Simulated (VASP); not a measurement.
Na3TeF, 5 atoms in the cell. It takes space group Pm-3m (No. 221, cubic). Conventional cell: a = 4.780 Å, b = 4.780 Å, c = 4.780 Å, α = 90.00°, β = 90.00°, γ = 90.00°. Within 4.4 Å of Te (site symmetry m-3m) lie 12 Na at 3.38 Å and 8 F at 4.14 Å. F (site symmetry m-3m) has 6 Na at 2.39 Å within 3.2 Å. Na (site symmetry 4/mmm) has 2 F at 2.39 Å within 3.2 Å. 

```yaml
Program: VASP 6.6.1
Task: vibrations by perturbation theory
Functional: PBE
Potentials_or_basis: VASP PAW PBE potentials, release 64 (Te, F, Na_pv)
Cutoff: 520 eV
k_mesh: 6 × 6 × 6
Occupations: gaussian, width 0.01 eV
Spin: no spin polarisation
Dipole_correction: no
Further_INCAR_settings: ALGO = Normal; EDIFF = 1e-08; IBRION = 8; NSW = 1
```

Potentials or basis: VASP PAW PBE potentials, release 64 (Te, F, Na_pv).

Run with:

```console
$ cat potpaw_PBE.64/Te/POTCAR potpaw_PBE.64/F/POTCAR potpaw_PBE.64/Na_pv/POTCAR > POTCAR
$ mpirun -np 1 vasp_std > vasp.out
```

Hardware: 1 thread of Intel Xeon 8259CL, on a shared host.

**Question.** How long does it take, and how much memory?

**Answer.** It took 22 min on 1 thread of Intel Xeon 8259CL, with other jobs on the host, peak memory 0.55 GiB. Counts: scf iterations 184, k points 20.
